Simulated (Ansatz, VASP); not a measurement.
SiO2 in VASP and in Ansatz

INCAR

```
ALGO     = Normal         # electronic algorithm
EDIFF    = 1E-7           # SCF threshold, eV
ENCUT    = 520            # plane-wave cutoff, eV
GGA      = PE             # functional
ISIF     = 2              # what is computed and relaxed
ISMEAR   = 0              # smearing method
LASPH    = True           # aspherical terms in the spheres
LCHARG   = False          # write CHGCAR
LREAL    = False          # projectors in reciprocal space
LWAVE    = False          # write WAVECAR
NBANDS   = 25             # bands
NELM     = 100            # most SCF steps
PREC     = Accurate       # precision mode
SIGMA    = 0.05           # smearing width, eV
```

File KPOINTS:

```
k-points
0
Gamma
  6 6 10
```

Contents of POSCAR:

```
SiO2
1.0
    4.2941527299      0.0000000000      0.0000000000
    0.0000000000      4.2941527299      0.0000000000
    0.0000000000      0.0000000000      2.6182450127
Si O
2 4
Direct
    0.5000000000      0.5000000000      0.5000000000
    0.0000000000      0.0000000000      0.0000000000
    0.6930152168      0.6930152168      0.0000000000
    0.1930152168      0.8069847832      0.5000000000
    0.3069847832      0.3069847832      0.0000000000
    0.8069847832      0.1930152168      0.5000000000
```

Input for Ansatz:

```yaml
crystal:
  lattice:
    - [4.2941527299, 0.0, 0.0]
    - [0.0, 4.2941527299, 0.0]
    - [0.0, 0.0, 2.6182450127]
  atoms:
    - { symbol: Si, position: [0.5, 0.5, 0.5] }
    - { symbol: Si, position: [0.0, 0.0, 0.0] }
    - { symbol: O, position: [0.6930152168, 0.6930152168, 0.0] }
    - { symbol: O, position: [0.1930152168, 0.8069847832, 0.5] }
    - { symbol: O, position: [0.3069847832, 0.3069847832, 0.0] }
    - { symbol: O, position: [0.8069847832, 0.1930152168, 0.5] }
basis:
  ecutwfc: 420
kpoints:
  mp_grid: { grid: [6, 6, 10] }
hamiltonian:
  xc: pbe
scf:
  occupations: { method: gaussian, width: 0.05 }
output:
  forces: true
  stress: true
  eigenvalues: true
```

Alike in both runs: task single point; functional PBE; k mesh 6 × 6 × 10; occupations gaussian, width 0.05 eV; no spin polarisation.

|  | VASP | Ansatz |
| --- | --- | --- |
| version | VASP 6.6.1 | Ansatz 0.2.0 |
| potentials or method | VASP PAW PBE potentials, release 64 (Si, O), cutoff 520 eV | scalar-relativistic, plane waves, PAW |
| valence electrons in the cell | 32 | 32 |

VASP gave:

| Property | Result |
| --- | --- |
| gap on the k mesh at the Fermi level (eV) | 5.17 |
| least direct gap on the mesh (eV) | 5.17 |
| pressure (GPa) | 2.5 |
| traceless stress, the component that is largest in VASP (GPa) | 13.14 |
| rms of the force components (eV/Å) | 0.128 |

Question: Which values does Ansatz return?

Answer: gap on the k mesh at the Fermi level (eV): 5.18; least direct gap on the mesh (eV): 5.18; pressure (GPa): 2.4; traceless stress, the component that is largest in VASP (GPa): 12.61; rms of the force components (eV/Å): 0.141.

Atom by atom the forces differ by 0.013 eV/Å (rms over components).
